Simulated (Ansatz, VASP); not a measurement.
**One calculation of BeCdF4, two programs**

```xyz
12
Lattice="5.3674 -2.5173 0.0000 5.3674 2.5173 0.0000 -2.3272 0.0000 6.0967" Properties=species:S:1:pos:R:3 pbc="T T T"
Be    2.1934   -1.1766    4.9563
Be    6.2142   -1.1766    1.1404
Cd    5.3584   -1.2506    4.2624
Cd    3.0492   -1.2506    1.8343
F     5.3674   -1.8977    0.0000
F     5.2030   -0.3372    1.9518
F     1.0702   -0.2935    5.6308
F     6.8977    0.2770    4.0590
F     7.3374   -0.2935    0.4659
F     1.5099    0.2770    2.0377
F     3.2045   -0.3372    4.1450
F     4.2038    2.4161    3.0484
```

Change from the starting cell: the structure that the rattled cell fell into.

Alike in both runs: task relaxation of cell and atoms; functional PBE; k mesh 6 × 6 × 4; occupations gaussian, width 0.02 eV; no spin polarisation.

|  | VASP | Ansatz |
| --- | --- | --- |
| version | VASP 6.6.1 | Ansatz 0.2.0 |
| potentials or method | VASP PAW PBE potentials, release 64 (Be, Cd, F), cutoff 600 eV | scalar-relativistic, plane waves, PAW |
| valence electrons in the cell | 84 | 100 |

```csv
,VASP,Ansatz,Ansatz less VASP
"gap on the k mesh at the Fermi level, each at its own relaxed structure (eV)",3.66,3.77,+0.109
relaxed volume (Å³/atom),13.52,13.70,+0.183
relaxed length of the cell vector where the two differ most in proportion (Å),6.468,6.523,+0.0545
```

VASP's potentials hold 84 valence electrons a cell and Ansatz's 100, so a difference there can come from the potentials and not from the codes.
